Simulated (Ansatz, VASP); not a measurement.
**MnO2 in VASP and in Ansatz**

Contents of INCAR:

```
PREC = Accurate
ENCUT = 520
EDIFF = 1E-6
ISMEAR = -1
SIGMA = 0.05
LREAL = False
LASPH = True
NELM = 150
ALGO = Normal
ISIF = 2
LWAVE = False
LCHARG = True
ISPIN = 2
MAGMOM = 4 4 0 0 0 0
LORBIT = 11
NUPDOWN = 8.0
LMAXMIX = 4
GGA = PE
LELF = True
LVHAR = True
NBANDS = 38
```

Contents of KPOINTS:

```
regular mesh
0
Gamma
  8 6 4
```

The input POSCAR:

```
MnO2
1.0
    2.9041580000      0.0000000000      0.0000000000
    0.0000000000      3.8448100000      0.0000000000
    0.0000000000      0.0000000000      6.1642640000
Mn O
2 4
Direct
    0.5000000000      0.5000000000      0.3433015000
    0.0000000000      0.0000000000      0.6566985000
    0.5000000000      0.0000000000      0.8375675000
    0.0000000000      0.5000000000      0.1624325000
    0.5000000000      0.0000000000      0.4217995000
    0.0000000000      0.5000000000      0.5782005000
```

Contents of input.yaml:

```yaml
crystal:
  lattice:
    - [2.904158, 0.0, 0.0]
    - [0.0, 3.84481, 0.0]
    - [0.0, 0.0, 6.164264]
  atoms:
    - { symbol: Mn, position: [0.5, 0.5, 0.3433015], spin: 4.0 }
    - { symbol: Mn, position: [0.0, 0.0, 0.6566985], spin: 4.0 }
    - { symbol: O, position: [0.5, 0.0, 0.8375675] }
    - { symbol: O, position: [0.0, 0.5, 0.1624325] }
    - { symbol: O, position: [0.5, 0.0, 0.4217995] }
    - { symbol: O, position: [0.0, 0.5, 0.5782005] }
hamiltonian:
  xc: pbe
  pseudopotentials: { kind: paw }
magnetization:
  spin_polarized: true
  initial_magnetization: 8.0
  spin_locking: { lock_magnetization: hard }
kpoints:
  mp_grid: { grid: [8, 6, 4] }
scf:
  occupations: { method: fermi_dirac, width: 0.05 }
  lower_state_search: "off"
output:
  forces: true
  stress: true
  eigenvalues: true
```

Alike in both runs: task single point; functional PBE; k mesh 8 × 6 × 4; occupations fermi-dirac, width 0.05 eV; collinear spin; fixed moment 8 μB.

```csv
,VASP,Ansatz
version,VASP 6.6.1,Ansatz 0.2.0
potentials or method,"VASP PAW PBE potentials, release 64 (Mn_pv, O)",Ansatz PAW
plane-wave cutoff (eV),520,420
valence electrons in the cell,50,54
```

|  | VASP | Ansatz | Ansatz less VASP |
| --- | --- | --- | --- |
| pressure (GPa) | 6.7 | 6.2 | -0.53 |
| traceless stress, the component that is largest in VASP (GPa) | 2.98 | 2.49 | -0.490 |
| rms of the force components (eV/Å) | 0.412 | 0.374 | -0.0387 |
| net moment per atom (μB) | 1.33 | 1.33 | 0.000 |
| size of the moment on the site where the two differ most (μB) | 3.19 | 2.75 | -0.448 |

Site moments also hang on the region over which each program counts them. Atom by atom the forces differ by 0.042 eV/Å (rms over components). VASP's potentials hold 50 valence electrons a cell and Ansatz's 54, so a difference there can come from the potentials and not from the codes.
